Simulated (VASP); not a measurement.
# Se (P3_121) in VASP: notebook, part 2 of 2

VASP 6.6.1. Earlier steps stand in the parts before.

## Step 3: Relaxation of cell and atoms, LDA

This run uses another cell than the first one, of 27.26 Å³/atom, 1.181 times its volume.

INCAR

```
  PREC = Accurate
  ENCUT = 600
  EDIFF = 1E-6
  ISMEAR = 0
  SIGMA = 0.02
  LREAL = False
  LASPH = True
  NELM = 60
  ALGO = Normal
  ISIF = 3
  LWAVE = False
  LCHARG = False
  GGA = CA
  IBRION = 2
  NSW = 80
  EDIFFG = -0.03
```

KPOINTS

```
Automatic mesh
0
Gamma
  6 6 4
```

POSCAR

```
Se
1.0
    4.3662000000      0.0000000000      0.0000000000
   -2.1831000000      3.7812400000      0.0000000000
    0.0000000000      0.0000000000      4.9536000000
Se
3
Direct
    0.2254000000      0.0000000000      0.3333333333
    0.0000000000      0.2254000000      0.6666666667
    0.7746000000      0.7746000000      0.0000000000
```

Potentials or basis: VASP PAW LDA potentials, release 64 (Se).

Command:

```console
> cat potpaw_LDA.64/Se/POTCAR > POTCAR
> mpirun -np 1 vasp_std > vasp.out
```

OUTCAR:

```text
PREC = Accurate
   ENCUT = 600
   EDIFF = 1E-6
   ISMEAR = 0
   LREAL = False
   LASPH = True
   NELM = 60
   ISIF = 3
   GGA = CA
   IBRION = 2
   NSW = 80
   EDIFFG = -0.03

 ion  position               nearest neighbor table
   1  0.225  0.000  0.333-   3 2.37   2 2.37
   2  0.000  0.225  0.667-   3 2.37   1 2.37
   3  0.775  0.775  0.000-   2 2.37   1 2.37

  LATTYP: Found a hexagonal cell.
 ALAT       =     4.3662000000
 C/A-ratio  =     1.1345334616

  Lattice vectors:

 A1 = (   4.3662000000,   0.0000000000,   0.0000000000)
 A2 = (  -2.1831000000,   3.7812400000,   0.0000000000)
 A3 = (   0.0000000000,   0.0000000000,   4.9536000000)

Analysis of symmetry for initial positions (statically):
=====================================================================
 Subroutine PRICEL returns:
 Original cell was already a primitive cell.

 Routine SETGRP: Setting up the symmetry group for a
 hexagonal supercell.

 Subroutine GETGRP returns: Found  6 space group operations
 (whereof  2 operations were pure point group operations)
 out of a pool of 24 trial point group operations.

The static configuration has the point symmetry C_2 .
 The point group associated with its full space group is D_3 .

Analysis of symmetry for dynamics (positions and initial velocities):
=====================================================================
 Subroutine PRICEL returns:
 Original cell was already a primitive cell.

 Routine SETGRP: Setting up the symmetry group for a
 hexagonal supercell.

 Subroutine GETGRP returns: Found  6 space group operations
 (whereof  2 operations were pure point group operations)
 out of a pool of 24 trial point group operations.

The dynamic configuration has the point symmetry C_2 .
 The point group associated with its full space group is D_3 .

 Subroutine INISYM returns: Found  6 space group operations
 (whereof  2 operations are pure point group operations),
[... 115 lines left out ...]
   IMIX   =      4    mixing-type and parameters
     AMIX     =   0.40;   BMIX     =  1.00
     AMIX_MAG =   1.60;   BMIX_MAG =  1.00
  volume/ion in A,a.u.               =      27.26       183.96
  Fermi-wavevector in a.u.,A,eV,Ry     =   0.988430  1.867862 13.292818  0.976995
  Thomas-Fermi vector in A             =   2.119956
   LORBIT       =      0    0 simple, 1 ext, 2 COOP (PROOUT), +10 PAW based schemes
   GGA     = CA    functional components
   LHFCALC =     F    Hartree Fock is set to
   AEXX    =    0.0000 exact exchange contribution
   IVDW    =     0    specifies the selected vdW correction
   LEPSILON=     F    determine dielectric tensor
   LRPA    =     F    only Hartree local field effects (RPA)
 conjugate gradient relaxation of ions
 non-spin polarized calculation
 Gauss-broadening in eV      SIGMA  =   0.02
  energy-cutoff  :      600.00
  volume of cell :       81.78
 maximum number of plane-waves:      2756
 NGX is ok and might be reduce to    36
   NGX = 17   NGY = 17   NGZ = 19

--------------------------------------- Ionic step        1  -------------------------------------------

 number of electron      17.9999999 magnetization

 Free energy of the ion-electron system (eV)
  ---------------------------------------------------
  ext. energy  EPLUGINS =         0.00000000
  ---------------------------------------------------
  free energy    TOTEN  =       -12.32237677 eV

  energy without entropy =      -12.32237677  energy(sigma->0) =      -12.32237677

------------------------ aborting loop because EDIFF is reached ----------------------------------------

  FORCE on cell =-STRESS in cart. coord.  units (eV):
  Direction    XX          YY          ZZ          XY          YZ          ZX
  --------------------------------------------------------------------------------------
  -------------------------------------------------------------------------------------
  Total       -0.7910989     -0.7910988     -0.0424684      0.0000000     -0.0000000      0.0000000
  in kB      -15.4982454    -15.4982445     -0.8319889      0.0000000     -0.0000000      0.0000000
  external PRESSURE =     -10.6094929 kB  Pullay stress =       0.0000000 kB
[... 865 lines left out ...]
  band No.  band energies     occupation
      1      -9.6747      2.00000
      2      -9.6747      2.00000
      3      -7.0975      2.00000
      4      -1.7738      2.00000
      5      -1.4509      2.00000
      6      -1.4509      2.00000
      7       3.3541      2.00000
      8       4.5979      2.00000
      9       4.5979      2.00000
     10       4.9347      0.00000
     11       6.5406      0.00000
     12       6.5406      0.00000
     13      11.6986      0.00000

[... ionic steps 4 to 14 ...]

--------------------------------------- Ionic step       15  -------------------------------------------

 number of electron      18.0000000 magnetization

------------------------ aborting loop because EDIFF is reached ----------------------------------------
[... 69 lines left out ...]
--------------------------------------- Ionic step       17  -------------------------------------------

 number of electron      18.0000000 magnetization

 Free energy of the ion-electron system (eV)
  ---------------------------------------------------
  ext. energy  EPLUGINS =         0.00000000
  ---------------------------------------------------
  free energy    TOTEN  =       -12.47394655 eV

  energy without entropy =      -12.47394655  energy(sigma->0) =      -12.47394655

 E-fermi :   4.5687     XC(G=0):  -9.9997

 val. band max:        4.4254598167   @ k =   0.3333   0.3333   0.5000
 cond. band min:       4.7105944074   @ k =   0.3333   0.3333   0.5000
 fundamental gap:      0.2851345908
 Fermi energy:         4.5687462025
[... 412 lines left out ...]
  FREE ENERGIE OF THE ION-ELECTRON SYSTEM (eV)
  ---------------------------------------------------
  free  energy   TOTEN  =       -12.4739465536 eV

  energy  without entropy=      -12.4739465536  energy(sigma->0) =      -12.47394655

 reached required accuracy - stopping structural energy minimisation
```

OSZICAR:

```text
N       E                     dE             d eps       ncg     rms          rms(c)
DAV:   1     0.966163787038E+02    0.96616E+02   -0.80718E+03   624   0.130E+03
DAV:   2    -0.503079461308E+01   -0.10165E+03   -0.96122E+02   828   0.186E+02
DAV:   3    -0.123675977035E+02   -0.73368E+01   -0.72920E+01   749   0.584E+01
[... 134 lines left out ...]
DAV:   1    -0.124746175735E+02   -0.87059E-03   -0.76439E-02   624   0.166E+00    0.184E-01
DAV:   2    -0.124741686466E+02    0.44893E-03   -0.27210E-03   679   0.362E-01    0.810E-02
DAV:   3    -0.124739603802E+02    0.20827E-03   -0.40301E-04   709   0.122E-01    0.344E-02
DAV:   4    -0.124739470979E+02    0.13282E-04   -0.57302E-05   694   0.482E-02    0.111E-02
DAV:   5    -0.124739465536E+02    0.54429E-06   -0.16585E-06   417   0.102E-02
  17 F= -.12473947E+02 E0= -.12473947E+02  d E =-.549334E-03
```

CONTCAR:

```text
Se
   1.00000000000000
     3.9522948932705737    0.0000000000000000    0.0000000000000000
    -1.9761474466352869    3.4227876963169286    0.0000000000000000
     0.0000000000000000   -0.0000000000000000    5.1195542342767091
  Se
     3
Direct
     0.2558439057030222    0.0000000000000000    0.3333333332999970
     0.0000000000282005    0.2558439057594236    0.6666666667000030
     0.7441560942687773    0.7441560942405764    0.0000000000000000

  0.00000000E+00  0.00000000E+00  0.00000000E+00
  0.00000000E+00  0.00000000E+00  0.00000000E+00
  0.00000000E+00  0.00000000E+00  0.00000000E+00
```

Wall time 5.5 min (1 thread of Intel Xeon 8259CL, shared host); peak memory 0.2 GiB.

What came out:

* Free energy: -12.4739 eV
* Relaxed volume: 23.09 Å³/atom
* Relaxed cell: a = 3.952 Å, b = 3.952 Å, c = 5.120 Å, α = 90.00°, β = 90.00°, γ = 120.00°
* Space group after relaxing (to 0.05 Å): P3_121 (No. 152)
* Energy gained by relaxing: 50.5 meV/atom
* Ionic steps: 17
* Pressure after relaxing: 0.0 GPa
* Largest force after relaxing: 0.005 eV/Å
* Band gap on the k mesh: 0.29 eV, direct

Forces in eV/Å, atoms in the order of the input:
```
Se  -0.005  0.000  0.000
Se   0.002 -0.004  0.000
Se   0.002  0.004  0.000
```

The path:
| step | energy change (eV) | largest force (eV/Å) | pressure (GPa) | volume (Å³) |
| --- | --- | --- | --- | --- |
| 1 | 0.0000 | 0.2634 | -1.06 | 81.78 |
| 2 | -0.0285 | 0.3196 | -0.58 | 79.66 |
| 3 | -0.0847 | 0.5042 | 1.60 | 73.47 |
| 4 | 0.0819 | 0.8487 | 11.04 | 61.87 |
| 5 | -0.0792 | 0.6366 | 2.77 | 71.86 |
| 6 | -0.0883 | 0.5860 | 2.61 | 71.58 |
| 7 | -0.1113 | 0.4482 | 2.24 | 70.71 |
| 8 | -0.1385 | 0.2230 | 1.75 | 68.97 |
| 9 | -0.1243 | 0.0770 | 1.96 | 65.46 |
| 10 | -0.1434 | 0.1038 | 1.72 | 67.67 |
| 11 | -0.1482 | 0.0653 | 1.05 | 68.37 |
| 12 | -0.1508 | 0.0147 | -0.19 | 69.81 |
| 13 | -0.1510 | 0.0014 | 0.05 | 69.52 |
| 14 | -0.1510 | 0.0035 | 0.07 | 69.48 |
| 15 | -0.1511 | 0.0028 | 0.07 | 69.46 |
| 16 | -0.1514 | 0.0002 | 0.04 | 69.39 |
| 17 | -0.1516 | 0.0046 | 0.00 | 69.26 |

Final structure:
```cif
data_structure
_symmetry_space_group_name_H-M 'P 1'
_symmetry_Int_Tables_number 1
_cell_length_a 3.9523
_cell_length_b 3.9523
_cell_length_c 5.1196
_cell_angle_alpha 90.000
_cell_angle_beta 90.000
_cell_angle_gamma 120.000
_cell_volume 69.26
loop_
_atom_site_label
_atom_site_type_symbol
_atom_site_fract_x
_atom_site_fract_y
_atom_site_fract_z
_atom_site_occupancy
Se1 Se 0.25584 0.00000 0.33333 1
Se2 Se 0.00000 0.25584 0.66667 1
Se3 Se 0.74416 0.74416 0.00000 1
```

Caveat: the volume moved by over 15 % at a fixed basis, so the end points are rough; the volume moved by -15 % from the deposited cell, more than functionals usually miss. Zero-point motion and thermal expansion aren't in these numbers.
